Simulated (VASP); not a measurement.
# AlRu (Cmmm) in VASP: further runs, part 2 of 2

VASP 6.6.1.

## Step 4: Single point, PBEsol (strain +0.0525 x Voigt [0, 0, 0, 0, 1, 0])

Input file INCAR:

```
PREC = Accurate
ENCUT = 520
EDIFF = 1E-6
ISMEAR = 0
SIGMA = 0.15
LREAL = F
LASPH = T
NELM = 60
ALGO = Fast
ISIF = 2
LWAVE = F
LCHARG = T
GGA = PS
LELF = T
LVHAR = T
NBANDS = 16
```

Input file KPOINTS:

```
Automatic mesh
0
Gamma
  16 16 16
```

Input file POSCAR:

```
AlRu
1.0
    2.9916000000      0.0000000000      0.0785295000
    0.0000000000      2.9916000000      0.0000000000
    0.0785295000      0.0000000000      2.9916000000
Al Ru
1 1
Direct
    0.0000000000      0.0000000000      0.0000000000
    0.5000000000      0.5000000000      0.5000000000
```

Potentials or basis: VASP PAW PBE potentials, release 64 (Al, Ru_pv).

The run is started by

```bash
$ cat potpaw_PBE.64/Al/POTCAR potpaw_PBE.64/Ru_pv/POTCAR > POTCAR
$ mpirun -np 1 vasp_std > vasp.out
```

OUTCAR:

```text
PREC = Accurate
   ENCUT = 520
   EDIFF = 1E-6
   ISMEAR = 0
   LREAL = F
   LASPH = T
   NELM = 60
   ISIF = 2
   GGA = PS

 ion  position               nearest neighbor table
   1  0.000  0.000  0.000-   2 2.55   2 2.55   2 2.55   2 2.55   2 2.64   2 2.64   2 2.64   2 2.64

   2  0.500  0.500  0.500-   1 2.55   1 2.55   1 2.55   1 2.55   1 2.64   1 2.64   1 2.64   1 2.64

  LATTYP: Found a base centered orthorhombic cell.
 ALAT       =     4.1197038092
 B/A-ratio  =     1.0539152760
 C/A-ratio  =     0.7261687098

  Lattice vectors:

 A1 = (  -2.9916000000,   0.0000000000,  -0.0785295000)
 A2 = (   0.0785295000,   0.0000000000,   2.9916000000)
 A3 = (   0.0000000000,   2.9916000000,   0.0000000000)

Analysis of symmetry for initial positions (statically):
=====================================================================
 Subroutine PRICEL returns:
 Original cell was already a primitive cell.

 Routine SETGRP: Setting up the symmetry group for a
 base centered orthorhombic supercell.

 Subroutine GETGRP returns: Found  8 space group operations
[... 160 lines left out ...]
  ext. energy  EPLUGINS =         0.00000000
  ---------------------------------------------------
  free energy    TOTEN  =       -15.49378891 eV

  energy without entropy =      -15.47488471  energy(sigma->0) =      -15.48433681

 E-fermi :  10.6202     XC(G=0): -12.6890

 val. band max:       10.6182962569   @ k =  -0.3750   0.1250   0.0625
 cond. band min:      10.6215644485   @ k =  -0.3750   0.0625   0.1250
 fundamental gap:      0.0032681916
 Fermi energy:        10.6202244085

 k-point     1 :       0.0000    0.0000    0.0000
  band No.  band energies     occupation
      1     -31.1096      2.00000
      2     -31.1068      2.00000
      3     -31.0929      2.00000
      4       0.9204      2.00000
      5       7.0035      2.00000
      6       7.0298      2.00000
[... 433 lines left out ...]
      3     -31.0863      2.00000
      4       2.9267      2.00000
      5       6.9444      2.00000
      6       7.6540      2.00000
[... 8 lines left out ...]
     15      24.6490      0.00000
     16      24.9542      0.00000

 [... further k-points ...]
[... 5 lines left out ...]
  --------------------------------------------------------------------------------------
  -------------------------------------------------------------------------------------
  Total       -0.4525502     -0.4449975     -0.4525502      0.0000000      0.0000000     -1.1332689
  in kB      -27.0998000    -26.6475285    -27.0998000      0.0000000      0.0000000    -67.8628888
  external PRESSURE =     -26.9490428 kB  Pullay stress =       0.0000000 kB

 VOLUME and BASIS-vectors are now :
 -----------------------------------------------------------------------------
  energy-cutoff  :      520.00
  volume of cell :       26.76
      direct lattice vectors                 reciprocal lattice vectors
     2.991600000  0.000000000  0.078529500     0.334499779  0.000000000 -0.008780619
     0.000000000  2.991600000  0.000000000     0.000000000  0.334269287  0.000000000
     0.078529500  0.000000000  2.991600000    -0.008780619  0.000000000  0.334499779

 POSITION                                       TOTAL-FORCE (eV/Angst)
 -----------------------------------------------------------------------------------
      0.00000      0.00000      0.00000         0.000000      0.000000      0.000000
      1.53506      1.49580      1.53506        -0.000000      0.000000     -0.000000
 -----------------------------------------------------------------------------------
    total drift:                                0.000000     -0.000000     -0.000000

  FREE ENERGIE OF THE ION-ELECTRON SYSTEM (eV)
  ---------------------------------------------------
  free  energy   TOTEN  =       -15.4937889081 eV

  energy  without entropy=      -15.4748847058  energy(sigma->0) =      -15.48433681
```

OSZICAR:

```text
N       E                     dE             d eps       ncg     rms          rms(c)
DAV:   1     0.114309577712E+03    0.11431E+03   -0.91788E+03 21520   0.987E+02
DAV:   2    -0.143875627266E+02   -0.12870E+03   -0.12261E+03 24608   0.291E+02
DAV:   3    -0.162686966686E+02   -0.18811E+01   -0.18753E+01 27064   0.367E+01
DAV:   4    -0.162823207493E+02   -0.13624E-01   -0.13606E-01 26368   0.329E+00
DAV:   5    -0.162825183170E+02   -0.19757E-03   -0.19725E-03 25808   0.379E-01    0.132E+01
RMM:   6    -0.155945461078E+02    0.68797E+00   -0.23328E+00 21620   0.118E+01    0.239E+00
RMM:   7    -0.155121671846E+02    0.82379E-01   -0.14514E-01 22347   0.310E+00    0.200E+00
RMM:   8    -0.154940899581E+02    0.18077E-01   -0.17309E-02 23250   0.932E-01    0.201E-01
RMM:   9    -0.154937958441E+02    0.29411E-03   -0.13239E-03 24176   0.302E-01    0.132E-01
RMM:  10    -0.154937892156E+02    0.66285E-05   -0.18316E-04 25466   0.125E-01    0.332E-02
RMM:  11    -0.154937902442E+02   -0.10286E-05   -0.46751E-05 25282   0.582E-02    0.217E-02
RMM:  12    -0.154937887843E+02    0.14600E-05   -0.12589E-05 25832   0.304E-02    0.133E-02
RMM:  13    -0.154937889081E+02   -0.12380E-06   -0.21813E-06 20100   0.134E-02
   1 F= -.15493789E+02 E0= -.15484337E+02  d E =-.189042E-01
```

stdout:

```text
POSCAR found type information on POSCAR AlRu
 POSCAR found :  2 types and       2 ions
 scaLAPACK will be used
 -----------------------------------------------------------------------------
|                                                                             |
|                                                                             |
|     You enforced a specific xc type in the INCAR file but a different       |
|     I HOPE YOU KNOW WHAT YOU ARE DOING!                                     |
|                                                                             |
 -----------------------------------------------------------------------------

 LDA part: xc-table for (Slater+PW92), standard interpolation
 POSCAR, INCAR and KPOINTS ok, starting setup
 FFT: planning ... GRIDC
 FFT: planning ... GRID_SOFT
 FFT: planning ... GRID
 WAVECAR not read
 entering main loop
```

It took 2.2 min on 1 thread of Intel Xeon Platinum 8259CL at 2.50GHz (Skylake/Cascade Lake), shared host; peak memory 0.37 GiB.

What came out:

```yaml
Free_energy: -15.4938 eV
Pressure: -2.7 GPa
Band_gap_on_the_k_mesh: zero (an odd number of electrons rules out a gap without spin polarisation)
```

Stress tensor (GPa, compression positive):
```
-2.71  0.00 -6.79
 0.00 -2.66  0.00
-6.79  0.00 -2.71
```

Caveat: the cell differs from its parent crystal (strain +0.0525 x Voigt [0, 0, 0, 0, 1, 0]); the PAW data sets were made with another functional, which shifts forces and pressure a little.

## Step 5: Summary

| cell | gap on the mesh (eV) | pressure (GPa) |
| --- | --- | --- |
| a = 2.993, b = 2.992 Å, angles 90.0, 93.4, 90.0°, 2 atoms | none | -2.5 |
| a = 2.992, b = 2.992 Å, angles 90.0, 87.4, 90.0°, 2 atoms | none | -2.8 |
| a = 2.993, b = 2.992 Å, angles 90.0, 87.0, 90.0°, 2 atoms | none | -2.7 |

Alike in all rows: task single point; level PBEsol; potentials or basis VASP PAW PBE potentials, release 64 (Al, Ru_pv); no spin polarisation; k mesh 16 × 16 × 16; cutoff (eV) 520; smearing gaussian 0.15 eV.

Caveats: the PAW data sets were made with another functional, which shifts forces and pressure a little.

Total energies depend on the potentials used, so only differences within one code and one set of settings carry meaning.
